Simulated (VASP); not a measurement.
I: single point with PBE

Crystal: I.

```xyz
1
Lattice="3.4696 0.0000 0.0000 0.0000 3.4696 0.0000 0.0000 0.0000 3.4696" Properties=species:S:1:pos:R:3 pbc="T T T"
I     0.0000    0.0000    0.0000
```

```yaml
Program: VASP 6.6.1
Task: single point
Functional: PBE
Potentials_or_basis: VASP PAW PBE potentials, release 64 (I)
Cutoff: 520 eV
k_mesh: 11 × 11 × 11
Occupations: fermi-dirac, width 0.1 eV
Spin: no spin polarisation
Dipole_correction: no
Further_INCAR_settings: ALGO = Normal; EDIFF = 1e-06; NBANDS = 10
```

* Pressure: 0.0 GPa
* Band gap on the k mesh: zero (an odd number of electrons rules out a gap without spin polarisation)

Levels at points of the mesh, in eV from the Fermi level:
```csv
k point,band 2,band 3,band 4,band 5,band 6,band 7
"(0.00, 0.00, 0.00)",-0.15,-0.15,-0.15,5.44,6.60,6.60
```

Wall time 29 s on 1 thread of Intel Xeon 8259CL, on a shared host, peak memory 0.16 GiB.

Caveat: spin-orbit coupling is left out, which moves the levels of the heavy elements; an odd number of electrons without spin polarisation forces a metal; a magnetic or distorted state may lie lower.
